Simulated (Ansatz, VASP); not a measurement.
**Two plane-wave programs on ScAl3F**

```
Sc Al F
1.0
     4.40738    0.00000    0.00000
     0.00000    4.40738    0.00000
     0.00000    0.00000    4.40738
Sc Al F
1 3 1
Direct
  0.00000 0.00000 0.00000
  0.50000 0.00000 0.50000
  0.50000 0.50000 0.00000
  0.00000 0.50000 0.50000
  0.50000 0.50000 0.50000
```

Change from the starting cell: species swapped into the Pr3InO type (Pm-3m, No. 221).

Alike in both runs: task relaxation of cell and atoms; functional PBE; k mesh 8 × 8 × 8; occupations gaussian, width 0.1 eV; no spin polarisation.

```csv
,VASP,Ansatz
version,VASP 6.6.1,Ansatz 0.2.0
potentials or method,"VASP PAW PBE potentials, release 64 (Sc_sv, Al, F), cutoff 600 eV","scalar-relativistic, plane waves, PAW"
valence electrons in the cell,27,27
```

|  | VASP | Ansatz | Ansatz less VASP |
| --- | --- | --- | --- |
| gap on the k mesh at the Fermi level, each at its own relaxed structure (eV) | none | none | - |
| relaxed volume (Å³/atom) | 17.03 | 17.05 | +0.017 |
| relaxed cell length with the largest relative difference (Å) | 4.399 | 4.401 | +0.0015 |

A gap of «none» marks a metal or a gap that the smearing closes.
